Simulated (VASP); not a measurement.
# CdSe (F-43m) in VASP: G0W0 quasiparticle levels with PBE

Aim: the G0W0 quasiparticle levels of CdSe with PBE.

All numbers are computed with VASP 6.6.1; they aren't measurements. Logs are shortened: lines on timing, memory, paths and dates and some standing lists are left out, and cuts for length are marked.

## Step 1: The cell of the first run

It takes space group F-43m (No. 216, cubic). Conventional cell: a = 6.136 Å, b = 6.136 Å, c = 6.136 Å, α = 90.00°, β = 90.00°, γ = 90.00°. Cd (site symmetry -43m) has 4 Se at 2.66 Å within 3.5 Å. Se (site symmetry -43m) has 4 Cd at 2.66 Å within 3.5 Å.

## Step 2: G0W0 quasiparticle levels, PBE

POSCAR

```
CdSe
1.0
    0.0000000000      3.0677809650      3.0677809650
    3.0677809650      0.0000000000      3.0677809650
    3.0677809650      3.0677809650      0.0000000000
Cd Se
1 1
Direct
    0.0000000000      0.0000000000      0.0000000000
    0.2500000000      0.2500000000      0.2500000000
```

INCAR.step1

```
SYSTEM = CdSe
ALGO     = Normal         ! electronic algorithm
EDIFF    = 1E-8           ! SCF threshold, eV
ENCUT    = 500            ! plane-wave cutoff, eV
GGA      = PE             ! functional
ISMEAR   = 0              ! smearing method
LASPH    = .True.         ! aspherical terms in the spheres
LCHARG   = .False.        ! write CHGCAR
LREAL    = .False.        ! projectors in reciprocal space
LWAVE    = .True.         ! write WAVECAR
NELM     = 60             ! most SCF steps
PREC     = Accurate       ! precision mode
SIGMA    = 0.01           ! smearing width, eV
```

INCAR.step2

```
SYSTEM = CdSe
ALGO     = Exact          ! electronic algorithm
EDIFF    = 1E-8           ! SCF threshold, eV
ENCUT    = 500            ! plane-wave cutoff, eV
GGA      = PE             ! functional
ISMEAR   = 0              ! smearing method
ISTART   = 1            
LASPH    = .True.         ! aspherical terms in the spheres
LCHARG   = .False.        ! write CHGCAR
LOPTICS  = .True.         ! frequency-dependent dielectric function
LREAL    = .False.        ! projectors in reciprocal space
LWAVE    = .True.         ! write WAVECAR
NBANDS   = 249            ! bands
NELM     = 1              ! most SCF steps
PREC     = Accurate       ! precision mode
SIGMA    = 0.01           ! smearing width, eV
```

INCAR.step3

```
SYSTEM = CdSe
ALGO     = EVGW0          ! electronic algorithm
EDIFF    = 1E-8           ! SCF threshold, eV
ENCUT    = 500            ! plane-wave cutoff, eV
ENCUTGW  = 150.0          ! cutoff of the response function
GGA      = PE             ! functional
ISMEAR   = 0              ! smearing method
ISTART   = 1            
LASPH    = .True.         ! aspherical terms in the spheres
LCHARG   = .False.        ! write CHGCAR
LREAL    = .False.        ! projectors in reciprocal space
LWAVE    = .False.        ! write WAVECAR
NBANDS   = 249            ! bands
NBANDSGW = 17           
NELMGW   = 1            
NOMEGA   = 96             ! frequency points
OMEGAMAX = 20           
PREC     = Accurate       ! precision mode
PRECFOCK = Fast         
SIGMA    = 0.01           ! smearing width, eV
```

KPOINTS

```
k-points
0
Gamma
  4 4 4
  0 0 0
```

Potentials or basis: VASP PAW PBE potentials, release 64 (Cd_GW, Se_GW).

Started as:

```sh
$ cat potpaw_PBE.64/Cd_GW/POTCAR potpaw_PBE.64/Se_GW/POTCAR > POTCAR
$ cp INCAR.step1 INCAR
$ mpirun -np 1 vasp_std > vasp.out
$ cp INCAR.step2 INCAR
$ mpirun -np 1 vasp_std > vasp.out
$ cp INCAR.step3 INCAR
$ mpirun -np 1 vasp_std > vasp.out
```

OUTCAR:

```text
SYSTEM = CdSe
   EDIFF = 1E-8
   ENCUT = 500
   ENCUTGW = 150.0
   GGA = PE
   ISMEAR = 0
   ISTART = 1
   LASPH = .True.
   LREAL = .False.
   NELMGW = 1
   PREC = Accurate
   PRECFOCK = Fast

 ion  position               nearest neighbor table
   1  0.000  0.000  0.000-   2 2.66   2 2.66   2 2.66   2 2.66
   2  0.250  0.250  0.250-   1 2.66   1 2.66   1 2.66   1 2.66

  LATTYP: Found a face centered cubic cell.
 ALAT       =     6.1355619300

  Lattice vectors:

 A1 = (   0.0000000000,   3.0677809650,   3.0677809650)
 A2 = (   3.0677809650,   0.0000000000,   3.0677809650)
 A3 = (   3.0677809650,   3.0677809650,   0.0000000000)

Analysis of symmetry for initial positions (statically):
=====================================================================
 Subroutine PRICEL returns:
 Original cell was already a primitive cell.

 Routine SETGRP: Setting up the symmetry group for a
 face centered cubic supercell.

 Subroutine GETGRP returns: Found 24 space group operations
 (whereof 24 operations were pure point group operations)
 out of a pool of 48 trial point group operations.

The static configuration has the point symmetry T_d .

Analysis of symmetry for dynamics (positions and initial velocities):
=====================================================================
 Subroutine PRICEL returns:
 Original cell was already a primitive cell.

 Routine SETGRP: Setting up the symmetry group for a
 face centered cubic supercell.

 Subroutine GETGRP returns: Found 24 space group operations
 (whereof 24 operations were pure point group operations)
 out of a pool of 48 trial point group operations.

The dynamic configuration has the point symmetry T_d .

 Subroutine INISYM returns: Found 24 space group operations
 (whereof 24 operations are pure point group operations),
 and found     1 'primitive' translations

----------------------------------------------------------------------------------------

                                     Primitive cell

  volume of cell :      57.7435

  direct lattice vectors                    reciprocal lattice vectors
     0.000000000  3.067780965  3.067780965    -0.162984257  0.162984257  0.162984257
     3.067780965  0.000000000  3.067780965     0.162984257 -0.162984257  0.162984257
     3.067780965  3.067780965  0.000000000     0.162984257  0.162984257 -0.162984257

  length of vectors
     4.338497447  4.338497447  4.338497447     0.282297013  0.282297013  0.282297013

  position of ions in fractional coordinates (direct lattice)
     0.000000000  0.000000000  0.000000000
     0.250000000  0.250000000  0.250000000

  ion indices of the primitive-cell ions
   primitive index   ion index
                 1           1
                 2           2

----------------------------------------------------------------------------------------

 KPOINTS: k-points

Automatic generation of k-mesh.
 Grid dimensions read from file:
 generate k-points for:    4    4    4

 Generating k-lattice:

  Cartesian coordinates                     Fractional coordinates (reciprocal lattice)
    -0.040746064  0.040746064  0.040746064     0.250000000  0.000000000  0.000000000
     0.040746064 -0.040746064  0.040746064     0.000000000  0.250000000  0.000000000
     0.040746064  0.040746064 -0.040746064     0.000000000  0.000000000  0.250000000

  Length of vectors
     0.070574253  0.070574253  0.070574253

  Shift w.r.t. Gamma in fractional coordinates (k-lattice)
     0.000000000  0.000000000  0.000000000

 Subroutine IBZKPT returns following result:
 ===========================================

 Found      8 irreducible k-points:

 Following reciprocal coordinates:
            Coordinates               Weight
  0.000000  0.000000  0.000000      1.000000
  0.250000  0.000000  0.000000      8.000000
  0.500000  0.000000  0.000000      4.000000
  0.250000  0.250000  0.000000      6.000000
  0.500000  0.250000  0.000000     24.000000
 -0.250000  0.250000  0.000000     12.000000
  0.500000  0.500000  0.000000      3.000000
 -0.250000  0.500000  0.250000      6.000000
   k-points           NKPTS =      8   k-points in BZ     NKDIM =     64   number of bands    NBANDS=    249
   number of dos      NEDOS =    301   number of ions     NIONS =      2
   total plane-waves  NPLWV =  32768
   dimension x,y,z NGX =    32 NGY =   32 NGZ =   32
   dimension x,y,z NGXF=    64 NGYF=   64 NGZF=   64
   ions per type =               1   1
   NGX,Y,Z   is equivalent  to a cutoff of  12.26, 12.26, 12.26 a.u.
   NGXF,Y,Z  is equivalent  to a cutoff of  24.52, 24.52, 24.52 a.u.
 SYSTEM =  CdSe
   PREC   = accura    normal or accurate (medium, high low for compatibility)
   ISTART =      1    job   : 0-new  1-cont  2-samecut
   ICHARG =      0    charge: 1-file 2-atom 10-const
   ISPIN  =      1    spin polarized calculation?
   LNONCOLLINEAR =      F non collinear calculations
   LSORBIT =      F    spin-orbit coupling
   LASPH  =      T    aspherical Exc in radial PAW
   ENCUT  =  500.0 eV  36.75 Ry    6.06 a.u.   7.91  7.91  7.91*2*pi/ulx,y,z
   NELM   =     60;   NELMIN=  2; NELMDL=  0     # of ELM steps
   EDIFF  = 0.1E-07   stopping-criterion for ELM
   LREAL  =      F    real-space projection
   EDIFFG = 0.1E-06   stopping-criterion for IOM
   NSW    =      0    number of steps for IOM
   IBRION =     -1    ionic relax: 0-MD 1-quasi-New 2-CG
   NFREE  =      0    steps in history (QN), initial steepest desc. (CG)
   ISIF   =      0    stress and relaxation
   ISYM   =      3    0-nonsym 1-usesym 2-fastsym
   POTIM  = 0.5000    time-step for ionic-motion
   TEBEG  =    0.0;   TEEND  =   0.0 temperature during run
   PSTRESS=    0.0 pullay stress
   NELECT =      18.0000    total number of electrons
   NUPDOWN=      -1.0000    fix difference up-down
   EMIN   =  10.00;   EMAX   =-10.00  energy-range for DOS
   EFERMI =   0.00;   METHOD = LEGACY
   ISMEAR =     0;   SIGMA  =   0.01  broadening in eV -4-tet -1-fermi 0-gaus
   EFERMI_NEDOS =   21; number of points for ismear=-14 and -15
   IALGO  =     38    algorithm
   IMIX   =      4    mixing-type and parameters
     AMIX     =   0.40;   BMIX     =  1.00
     AMIX_MAG =   1.60;   BMIX_MAG =  1.00
  volume/ion in A,a.u.               =      28.87       194.84
  Fermi-wavevector in a.u.,A,eV,Ry     =   1.110021  2.097636 16.764382  1.232147
  Thomas-Fermi vector in A             =   2.246568
   LORBIT       =      0    0 simple, 1 ext, 2 COOP (PROOUT), +10 PAW based schemes
   GGA     = PE    functional components
   LHFCALC =     T    Hartree Fock is set to
   PRECFOCK=fast      Normal, Fast or Accurate (Low or Medium for compatibility)
   ENCUT4O =  -1.0   cutoff for four orbital integrals eV
   NKREDX  =     1    reduce k-point grid by
   NKREDY  =     1    reduce k-point grid by
   NKREDZ  =     1    reduce k-point grid by
   AEXX    =    1.0000 exact exchange contribution
   HFSCREEN=    0.0000 screening length (either q_TF or 0.3 A-1)
   HFSCREENC=   0.0000 screening length for correlation (either q_TF or 0.3 A-1)
   ENCUTFOCK=  -1.0 apply spherical cutoff to Coloumb kernel
   IVDW    =     0    specifies the selected vdW correction
   LEPSILON=     F    determine dielectric tensor
   LRPA    =     F    only Hartree local field effects (RPA)
   LRPAFORCE           =     F    calculate RPA forces
   ENCUTGW             = 150.0    cutoff for response function in eV
   ENCUTGWSOFT         = 120.0    soft cutoff for Coulomb kernel in GW response function in eV
   ENCUTLF             =  -1.0    cutoff for local field effects
   NELMGW              =     1    number of iterations in solving QP/BSE equation
   NELMHF              =     1    number of iterations in the inner HF iteration
   NKREDLFX            =     1    NKREDLFY  =   1   NKREDLFZ  =   1
 non-spin polarized calculation
 Gauss-broadening in eV      SIGMA  =   0.01
  energy-cutoff  :      500.00
  volume of cell :       57.74
 maximum number of plane-waves:      1476
  NGX = 18; NGY = 18; NGZ = 18
   NGX = 15   NGY = 15   NGZ = 15
 maximum number of plane-waves:       259
 NGX is ok and might be reduce to    18

 QP shifts <psi_nk| G(iteration)W_0 |psi_nk>: iteration 1
 for sc-GW calculations column KS-energies equals QP-energies in previous step
 and V_xc(KS)=  KS-energies - (<T + V_ion + V_H > + <T+V_H+V_ion>^1  + <V_x>^1)

 k-point   1 :       0.0000    0.0000    0.0000
  band No.  KS-energies  QP-energies   sigma(KS)   V_xc(KS)     V^pw_x(r,r')   Z            occupation Imag(sigma)

      1     -10.5366     -10.8885     -12.9707     -12.3869     -19.6809       0.6028       2.0000       0.9923
      2      -5.9722      -7.6735     -17.7301     -15.1945     -22.9420       0.6710       2.0000       0.2017
      3      -5.9722      -7.6735     -17.7301     -15.1945     -22.9420       0.6710       2.0000       0.2017
      4      -5.9722      -7.6735     -17.7301     -15.1945     -22.9420       0.6710       2.0000       0.2017
      5      -5.6280      -7.4188     -18.1420     -15.4962     -23.2397       0.6768       2.0000       0.1461
      6      -5.6280      -7.4188     -18.1420     -15.4962     -23.2397       0.6768       2.0000       0.1461
[... 9 lines left out ...]
     16      12.9371      12.9814      -9.3641      -9.4258      -4.2743       0.7185       0.0000      -0.2697
     17      13.8928      13.6385      -7.1909      -6.8365      -1.9603       0.7177       0.0000      -0.3823

 k-point   2 :       0.2500    0.0000    0.0000
  band No.  KS-energies  QP-energies   sigma(KS)   V_xc(KS)     V^pw_x(r,r')   Z            occupation Imag(sigma)

      1     -10.3618     -10.7608     -13.2401     -12.6018     -19.8374       0.6250       2.0000       0.9859
      2      -5.9216      -7.6334     -17.7947     -15.2493     -23.0002       0.6725       2.0000       0.1984
      3      -5.9216      -7.6334     -17.7947     -15.2493     -23.0002       0.6725       2.0000       0.1984
      4      -5.7697      -7.4524     -17.6108     -15.1148     -22.7651       0.6742       2.0000       0.2097
      5      -5.6259      -7.4178     -18.1415     -15.4973     -23.2443       0.6776       2.0000       0.1477
      6      -5.6259      -7.4178     -18.1415     -15.4973     -23.2443       0.6776       2.0000       0.1477
[... 9 lines left out ...]
     16      11.9559      11.6650      -7.0464      -6.6449      -1.9746       0.7246       0.0000      -0.2708
     17      15.1090      15.0021      -8.2793      -8.1321      -2.5624       0.7265       0.0000      -0.5221

 k-point   3 :       0.5000    0.0000    0.0000
  band No.  KS-energies  QP-energies   sigma(KS)   V_xc(KS)     V^pw_x(r,r')   Z            occupation Imag(sigma)
[... 85 lines left out ...]
      1     -10.0733     -10.5360     -13.7258     -13.0070     -20.1649       0.6438       2.0000       0.9587
      2      -5.7914      -7.5337     -17.6897     -15.1137     -22.7825       0.6764       2.0000       0.1758
      3      -5.7315      -7.4811     -18.0923     -15.5015     -23.2833       0.6753       2.0000       0.1844
      4      -5.7315      -7.4811     -18.0923     -15.5015     -23.2833       0.6753       2.0000       0.1844
      5      -5.5739      -7.3726     -18.2158     -15.5665     -23.3266       0.6789       2.0000       0.1458
      6      -5.2878      -6.9608     -17.8340     -15.3801     -22.9089       0.6818       2.0000       0.1944
[... 9 lines left out ...]
     16      15.0807      15.1155      -9.4929      -9.5409      -4.0054       0.7240       0.0000      -0.4637
     17      15.0807      15.1155      -9.4929      -9.5409      -4.0054       0.7240       0.0000      -0.4637

 k-point   8 :      -0.2500    0.5000    0.2500
  band No.  KS-energies  QP-energies   sigma(KS)   V_xc(KS)     V^pw_x(r,r')   Z            occupation Imag(sigma)

      1     -10.0741     -10.5455     -13.7262     -13.0080     -20.1695       0.6563       2.0000       0.9653
      2      -5.7983      -7.5281     -17.8475     -15.2829     -23.0065       0.6745       2.0000       0.1874
      3      -5.7956      -7.5472     -17.9998     -15.4084     -23.1889       0.6759       2.0000       0.1854
      4      -5.6592      -7.4442     -18.1260     -15.4911     -23.2544       0.6775       2.0000       0.1601
      5      -5.6228      -7.4055     -18.1033     -15.4697     -23.2094       0.6769       2.0000       0.1517
      6      -5.1740      -6.8512     -18.0577     -15.5957     -23.1371       0.6813       2.0000       0.1884
[... 9 lines left out ...]
     16      14.7359      14.8802      -9.3134      -9.5133      -3.7165       0.7220       0.0000      -0.4513
     17      14.8726      14.9980     -10.1679     -10.3416      -4.4629       0.7222       0.0000      -0.5233
```

Run time: 10 min. Hardware: 1 thread of Intel Xeon Platinum 8559C (Emerald Rapids), shared host; peak memory 0.77 GiB.

What came out:

| Property | Result |
| --- | --- |
| Quasiparticle gap | 1.19 eV |
| Least direct quasiparticle gap | 1.19 eV |
| Band gap of the starting levels on the mesh | 0.53 eV |
| Least direct gap of the starting levels on the mesh | 0.53 eV |

Caveat: the k points lie up to 0.44 Å⁻¹ apart; bands, screening cutoff and mesh are small and nothing is extrapolated, so the quasiparticle values aren't converged; the structure was generated, so it needn't be the stable form of CdSe.
